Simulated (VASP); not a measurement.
Fe, 1 atom in the cell. It takes space group Pm-3m (No. 221, cubic). The conventional cell has a = 2.419 Å, b = 2.419 Å, c = 2.419 Å, α = 90.00°, β = 90.00°, γ = 90.00°. Within 3.2 Å of Fe (site symmetry m-3m) lie 6 Fe at 2.42 Å. This isn't the form of Fe at room conditions, which is bcc.

```yaml
Program: VASP 6.6.1
Task: single point
Functional: PBEsol
Potentials_or_basis: VASP PAW PBE potentials, release 64 (Fe)
Cutoff: 520 eV
k_mesh: 15 × 15 × 15
Occupations: fermi-dirac, width 0.05 eV
Spin: collinear spin, ferromagnetic start
Starting_moments: "[2.263] μB"
Dipole_correction: no
Further_INCAR_settings: ALGO = Normal; EDIFF = 1e-06; NBANDS = 14
```

Potentials or basis: VASP PAW PBE potentials, release 64 (Fe).

Launch:

```sh
$ cat potpaw_PBE.64/Fe/POTCAR > POTCAR
$ mpirun -np 1 vasp_std > vasp.out
```

Hardware: 1 thread of Intel(R) Xeon(R) 6975P-C (Granite Rapids), on a shared host.

Q: Estimate the wall time of this run.

A: Wall time 15 s on 1 thread of Intel(R) Xeon(R) 6975P-C (Granite Rapids), on a shared host, peak memory 0.15 GiB. Counts: scf iterations 14, k points 120.
